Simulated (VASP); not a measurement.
# Ru (P6/mmm) in VASP: a series of runs, part 2 of 2

VASP 6.6.1.

### Step 3. Single point, r2SCAN (13.83 Å³/atom)

This run uses another cell than the first one, of 13.83 Å³/atom.

Input file POSCAR:

```
Ru
1.0
    4.2397810094      0.0000000000      0.0000000000
   -2.1198905047      3.6717580606      0.0000000000
    0.0000000000      0.0000000000      2.6651711798
Ru
3
Direct
    0.0000000000      0.0000000000      0.0000000000
    0.3333333333      0.6666666667      0.5000000000
    0.6666666667      0.3333333333      0.5000000000
```

Input file INCAR.step1:

```
SYSTEM = Ru
PREC = Accurate ; ENCUT = 520
ISMEAR = -1 ; SIGMA = 0.1
LREAL = .False. ; LASPH = .True.
NELM = 80 ; NBANDS = 28
GGA = PE ; ALGO = Normal
EDIFF = 1E-4 ; LWAVE = .True.
LCHARG = .False.
```

Input file INCAR.step2:

```
SYSTEM = Ru
PREC = Accurate ; ENCUT = 520
EDIFF = 1E-7 ; ISMEAR = -1
SIGMA = 0.1 ; LREAL = .False.
LASPH = .True. ; NELM = 80
ALGO = Normal ; ISIF = 2
LWAVE = .False. ; LCHARG = .False.
METAGGA = R2SCAN ; LMIXTAU = .True.
NBANDS = 28 ; ISTART = 1
```

Input file KPOINTS:

```
regular mesh
0
Gamma
  10 10 13
  0 0 0
```

Potentials or basis: VASP PAW PBE potentials, release 64 (Ru_pv).

Run with:

```console
> cat potpaw_PBE.64/Ru_pv/POTCAR > POTCAR
> cp INCAR.step1 INCAR
> mpirun -np 1 vasp_std > vasp.out
> cp INCAR.step2 INCAR
> mpirun -np 1 vasp_std > vasp.out
```

OUTCAR:

```text
SYSTEM = Ru
   PREC = Accurate
   ENCUT = 520
   EDIFF = 1E-7
   ISMEAR = -1
   LREAL = .False.
   LASPH = .True.
   NELM = 80
   ISIF = 2
   METAGGA = R2SCAN
   ISTART = 1

 ion  position               nearest neighbor table
   1  0.000  0.000  0.000-   2 2.79   3 2.79   2 2.79   3 2.79   2 2.79   2 2.79   3 2.79   3 2.79
                             3 2.79   3 2.79   2 2.79   2 2.79
   2  0.333  0.667  0.500-   3 2.45   3 2.45   3 2.45   1 2.79   1 2.79   1 2.79   1 2.79   1 2.79
                             1 2.79
   3  0.667  0.333  0.500-   2 2.45   2 2.45   2 2.45   1 2.79   1 2.79   1 2.79   1 2.79   1 2.79
                             1 2.79

  LATTYP: Found a hexagonal cell.
 ALAT       =     4.2397810094
 C/A-ratio  =     0.6286105754

  Lattice vectors:

 A1 = (   4.2397810094,   0.0000000000,   0.0000000000)
 A2 = (  -2.1198905047,   3.6717580606,   0.0000000000)
 A3 = (   0.0000000000,   0.0000000000,   2.6651711798)

Analysis of symmetry for initial positions (statically):
=====================================================================
 Subroutine PRICEL returns:
 Original cell was already a primitive cell.

 Routine SETGRP: Setting up the symmetry group for a
 hexagonal supercell.
[... 168 lines left out ...]

 E-fermi :  12.5936     XC(G=0): -15.2473

 val. band max:       12.5838668551   @ k =   0.1000   0.0000   0.2308
 cond. band min:      12.6078697817   @ k =   0.1000   0.0000   0.2308
 fundamental gap:      0.0240029265
 Fermi energy:        12.5935607017

 k-point     1 :       0.0000    0.0000    0.0000
  band No.  band energies     occupation
      1     -32.4792      2.00000
      2     -32.4792      2.00000
      3     -32.0321      2.00000
      4     -32.0321      2.00000
      5     -31.7310      2.00000
      6     -31.4522      2.00000
[... 733 lines left out ...]
     27      15.3435      0.00000
     28      20.9262      0.00000

 [... further k-points ...]

------------------------ aborting loop because EDIFF is reached ----------------------------------------

  FORCE on cell =-STRESS in cart. coord.  units (eV):
  Direction    XX          YY          ZZ          XY          YZ          ZX
  --------------------------------------------------------------------------------------
  -------------------------------------------------------------------------------------
  Total        0.3524853      0.3524853      0.4400144      0.0000000     -0.0000000      0.0000000
  in kB       13.6115951     13.6115951     16.9916249      0.0000000     -0.0000000      0.0000000
  external PRESSURE =      14.7382717 kB  Pullay stress =       0.0000000 kB

 VOLUME and BASIS-vectors are now :
 -----------------------------------------------------------------------------
  energy-cutoff  :      520.00
  volume of cell :       41.49
      direct lattice vectors                 reciprocal lattice vectors
     4.239781009  0.000000000  0.000000000     0.235861239  0.136174550  0.000000000
    -2.119890505  3.671758061  0.000000000     0.000000000  0.272349099  0.000000000
     0.000000000  0.000000000  2.665171180     0.000000000  0.000000000  0.375210421

 POSITION                                       TOTAL-FORCE (eV/Angst)
 -----------------------------------------------------------------------------------
      0.00000      0.00000      0.00000        -0.000000      0.000000      0.000000
     -0.00000      2.44784      1.33259        -0.000000      0.000000     -0.000000
      2.11989      1.22392      1.33259         0.000000     -0.000000      0.000000
 -----------------------------------------------------------------------------------
    total drift:                               -0.000000      0.000000      0.000000

  FREE ENERGIE OF THE ION-ELECTRON SYSTEM (eV)
  ---------------------------------------------------
  free  energy   TOTEN  =       -75.5402492198 eV

  energy  without entropy=      -75.4329863626  energy(sigma->0) =      -75.48661779
```

OUTCAR.step1:

```text
SYSTEM = Ru
   PREC = Accurate
   ENCUT = 520
   ISMEAR = -1
   LREAL = .False.
   LASPH = .True.
   NELM = 80
[... 971 lines left out ...]
      0.00000      0.00000      0.00000         0.000000      0.000000      0.000000
     -0.00000      2.44784      1.33259         0.000000      0.000000      0.000000
      2.11989      1.22392      1.33259        -0.000000      0.000000     -0.000000
 -----------------------------------------------------------------------------------
    total drift:                               -0.000000      0.000000      0.000000

  FREE ENERGIE OF THE ION-ELECTRON SYSTEM (eV)
  ---------------------------------------------------
  free  energy   TOTEN  =       -26.9681531090 eV

  energy  without entropy=      -26.8544418410  energy(sigma->0) =      -26.91129747
```

OSZICAR.step1:

```text
N       E                     dE             d eps       ncg     rms          rms(c)
DAV:   1     0.482332348712E+03    0.48233E+03   -0.25450E+04  5496   0.165E+03
DAV:   2    -0.157752123814E+02   -0.49811E+03   -0.48596E+03  5780   0.508E+02
DAV:   3    -0.286975589140E+02   -0.12922E+02   -0.12643E+02  6040   0.895E+01
DAV:   4    -0.288370983094E+02   -0.13954E+00   -0.13945E+00  7004   0.850E+00
DAV:   5    -0.288392985285E+02   -0.22002E-02   -0.22001E-02  6172   0.990E-01    0.216E+01
DAV:   6    -0.271814981721E+02    0.16578E+01   -0.51713E+00  5960   0.191E+01    0.693E+00
DAV:   7    -0.278276871502E+02   -0.64619E+00   -0.63293E+00  6000   0.223E+01    0.857E+00
DAV:   8    -0.269755003955E+02    0.85219E+00   -0.33071E+00  5912   0.111E+01    0.130E+00
DAV:   9    -0.269682701160E+02    0.72303E-02   -0.31073E-02  6152   0.137E+00    0.195E-01
DAV:  10    -0.269681565720E+02    0.11354E-03   -0.18213E-03  6792   0.372E-01    0.582E-02
DAV:  11    -0.269681531090E+02    0.34630E-05   -0.42732E-05  3792   0.623E-02
   1 F= -.26968153E+02 E0= -.26911297E+02  d E =-.113711E+00
```

Run time: 6.9 min. Hardware: 1 thread of Intel Xeon 8259CL, shared host; peak memory 0.22 GiB.

What came out:

```
Free energy            : -75.5402 eV
Pressure               : 1.5 GPa
Band gap on the k mesh : zero (bands 21 and 22 overlap by 2.47 eV)
```

Levels at points of the mesh, in eV from the Fermi level:
| k point | band 17 | band 18 | band 19 | band 20 | band 21 | band 22 | band 23 | band 24 | band 25 | band 26 |
| --- | --- | --- | --- | --- | --- | --- | --- | --- | --- | --- |
| (0.00, 0.00, 0.00) | -2.95 | -2.25 | -2.25 | -1.49 | -1.49 | -1.40 | -1.40 | 1.75 | 1.75 | 8.33 |
| (0.50, 0.00, 0.00) | -2.71 | -2.63 | -1.22 | -1.16 | 0.41 | 0.83 | 0.85 | 0.89 | 1.36 | 1.40 |

Caveat: the PAW data sets were made with another functional, which shifts forces and pressure a little.

### Step 4. Single point, r2SCAN (14.38 Å³/atom)

This run uses another cell than the first one, of 14.38 Å³/atom.

Input file POSCAR:

```
Ru
1.0
    4.2955739998      0.0000000000      0.0000000000
   -2.1477869999      3.7200762077      0.0000000000
    0.0000000000      0.0000000000      2.7002432436
Ru
3
Direct
    0.0000000000      0.0000000000      0.0000000000
    0.3333333333      0.6666666667      0.5000000000
    0.6666666667      0.3333333333      0.5000000000
```

Input file INCAR.step1:

```
ALGO     = Normal         # electronic algorithm
EDIFF    = 1E-4           # SCF threshold, eV
ENCUT    = 520            # plane-wave cutoff, eV
GGA      = PE             # functional
ISMEAR   = -1             # smearing method
LASPH    = True           # aspherical terms in the spheres
LCHARG   = False          # write CHGCAR
LREAL    = False          # projectors in reciprocal space
LWAVE    = True           # write WAVECAR
NBANDS   = 28             # bands
NELM     = 100            # most SCF steps
PREC     = Accurate       # precision mode
SIGMA    = 0.1            # smearing width, eV
```

Input file INCAR.step2:

```
ALGO     = Normal         # electronic algorithm
EDIFF    = 1E-7           # SCF threshold, eV
ENCUT    = 520            # plane-wave cutoff, eV
ISIF     = 2              # what is computed and relaxed
ISMEAR   = -1             # smearing method
ISTART   = 1            
LASPH    = True           # aspherical terms in the spheres
LCHARG   = False          # write CHGCAR
LMIXTAU  = True         
LREAL    = False          # projectors in reciprocal space
LWAVE    = False          # write WAVECAR
METAGGA  = R2SCAN         # meta-GGA
NBANDS   = 28             # bands
NELM     = 100            # most SCF steps
PREC     = Accurate       # precision mode
SIGMA    = 0.1            # smearing width, eV
```

Input file KPOINTS:

```
k-points
0
Gamma
  10 10 13
```

Run with:

```console
> cat potpaw_PBE.64/Ru_pv/POTCAR > POTCAR
> cp INCAR.step1 INCAR
> mpirun -np 1 vasp_std > vasp.out
> cp INCAR.step2 INCAR
> mpirun -np 1 vasp_std > vasp.out
```

It took 6.8 min on 1 thread of Intel Xeon 8259CL, shared host; peak memory 0.22 GiB.

It converged, with:

```
Free energy            : -75.4939 eV
Pressure               : -10.1 GPa
Band gap on the k mesh : zero (bands 21 and 22 overlap by 2.32 eV)
```

Stress tensor (GPa, compression positive):
```
-10.73   0.00   0.00
  0.00 -10.73   0.00
  0.00   0.00  -8.97
```

Levels at points of the mesh, in eV from the Fermi level:
```csv
k point,band 18,band 19,band 20,band 21,band 22,band 23,band 24,band 25
"(0.00, 0.00, 0.00)",-2.12,-2.12,-1.40,-1.40,-1.31,-1.31,1.64,1.64
"(0.50, 0.00, 0.00)",-2.50,-1.15,-1.08,0.38,0.78,0.80,0.83,1.29
```

Caveat: the cell stands under tension; the PAW data sets were made with another functional, which shifts forces and pressure a little.

### Step 5. The runs side by side

```csv
cell,gap on the mesh (eV),pressure (GPa)
"a = 4.182, b = 4.182, c = 2.629 Å, angles 90.0, 90.0, 120.0°, 3 atoms",none,16.1
"a = 4.240, b = 4.240, c = 2.665 Å, angles 90.0, 90.0, 120.0°, 3 atoms",none,1.5
"a = 4.296, b = 4.296, c = 2.700 Å, angles 90.0, 90.0, 120.0°, 3 atoms",none,-10.1
```

Alike in all rows: task single point; level r2SCAN; potentials or basis VASP PAW PBE potentials, release 64 (Ru_pv); no spin polarisation; k mesh 10 × 10 × 13; cutoff (eV) 520; smearing fermi-dirac 0.1 eV.

Caveats: the PAW data sets were made with another functional, which shifts forces and pressure a little; the cell stands under pressure (at least some runs); the cell stands under tension (at least some runs).

Absolute energies hang on the potentials; compare differences alone.

The gap in the log of VASP goes by the Fermi energy; the results here count the filled bands.